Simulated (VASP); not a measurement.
Wanted: the native input for a VASP 6.6.1 run.

```yaml
Task: single point
Functional: PBE
Potentials_or_basis: VASP PAW PBE potentials, release 64 (Ta_pv, N)
Cutoff: 520 eV
k_mesh: 1 × 1 × 1, shifted
Occupations: fermi-dirac, width 0.3447 eV
Spin: no spin polarisation
Dipole_correction: no
Further_INCAR_settings: LREAL = Auto; ALGO = Normal; EDIFF = 1e-07; NBANDS = 78; ISYM = 0
```

The structure of TaN lies in POSCAR:

```
TaN
1.0
    5.9152850000      0.1408810000      0.0440940000
    0.1408810000      5.6478040000     -0.2198280000
    0.0440940000     -0.2198280000      5.5198490000
Ta N
8 8
Direct
    0.4913682429      0.2580854348      0.1899457782
    0.1292056443      0.2269425780      0.6349592424
    0.5085750019      0.8782322208      0.8277699130
    0.5459286009      0.7055190425      0.2901870439
   -0.0595102128      0.4388080650      0.1256440788
    0.9577951651      0.9394203775      0.1641979487
    0.0205408870      0.7262798633      0.7643163644
    0.6261428956      0.3402100994      0.6453527190
    0.8876877167      0.2326089687      0.3905062008
    0.6277795642      0.5912561551      0.9671656500
    0.8287396306      0.7303123873      0.5107215190
    0.1979783156      1.1253386988      0.9317820650
    0.2523881634      0.6336821452      1.1219510307
    0.7054953565      0.1473396625      0.9147625725
    0.4257448735      1.0441267651      0.4499730888
    0.3236860840      0.5673198367      0.5645207271
```

The input as run:

INCAR

```
SYSTEM = TaN
ALGO = Normal
EDIFF = 1E-7
ENCUT = 520
GGA = PE
ISIF = 2
ISMEAR = -1
ISYM = 0
LASPH = .True.
LCHARG = .False.
LREAL = Auto
LWAVE = .False.
NBANDS = 78
NELM = 100
PREC = Accurate
SIGMA = 0.3447
```

KPOINTS

```
Automatic mesh
0
Gamma
  1 1 1
  0.25 0.25 0.25
```

Potentials or basis: VASP PAW PBE potentials, release 64 (Ta_pv, N).

Run with:

```console
$ cat potpaw_PBE.64/Ta_pv/POTCAR potpaw_PBE.64/N/POTCAR > POTCAR
$ mpirun -np 1 vasp_std > vasp.out
```

Results of the run:

- Pressure: 26.2 GPa
- Largest force: 5.993 eV/Å
- Band gap on the k mesh: 0.36 eV

Caveat: the k points lie up to 1.14 Å⁻¹ apart; spin-orbit coupling is left out, which moves the levels of the heavy elements.

Run time: 40 s on 1 thread of Intel(R) Xeon(R) 6975P-C (Granite Rapids), with other jobs on the host, peak memory 0.28 GiB.
